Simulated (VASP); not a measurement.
YB3:

```xyz
4
Lattice="3.4356 0.0000 0.0000 0.0000 3.4356 0.0000 0.0000 0.0000 3.4356" Properties=species:S:1:pos:R:3 pbc="T T T"
Y     0.0000    0.0000    0.0000
B     0.0000    1.7178    1.7178
B     1.7178    0.0000    1.7178
B     1.7178    1.7178    0.0000
```

The cell was built from a structure type or drawn by symmetry, and may not be a known phase.

```yaml
Program: VASP 6.6.1
Task: relaxation of cell and atoms
Functional: PBE
Potentials_or_basis: VASP PAW PBE potentials, release 64 (Y_sv, B)
Cutoff: 600 eV
k_mesh: 6 × 6 × 6
Occupations: gaussian, width 0.1 eV
Spin: no spin polarisation
```

At the start: pressure 21.7 GPa; volume 10.14 Å³/atom.

Question: How do energy, volume and symmetry change on relaxing?

Answer: Over 3 steps the energy falls by 86.2 meV/atom and the volume is 11.58 Å³/atom (+14.2 %); space group Pm-3m (No. 221, to 0.1 Å) before and after.

Step by step:
| step | energy change (eV) | largest force (eV/Å) | pressure (GPa) | volume (Å³) |
| --- | --- | --- | --- | --- |
| 1 | 0.0000 | 0.0000 | 21.70 | 40.55 |
| 2 | -0.2901 | 0.0000 | -6.30 | 49.16 |
| 3 | -0.3447 | 0.0000 | 0.36 | 46.32 |

Final structure:
```
Y B
1.0
     3.59121    0.00000    0.00000
     0.00000    3.59121    0.00000
     0.00000    0.00000    3.59121
Y B
1 3
Cartesian
  0.0000 0.0000 0.0000
  0.0000 1.7956 1.7956
  1.7956 0.0000 1.7956
  1.7956 1.7956 0.0000
```
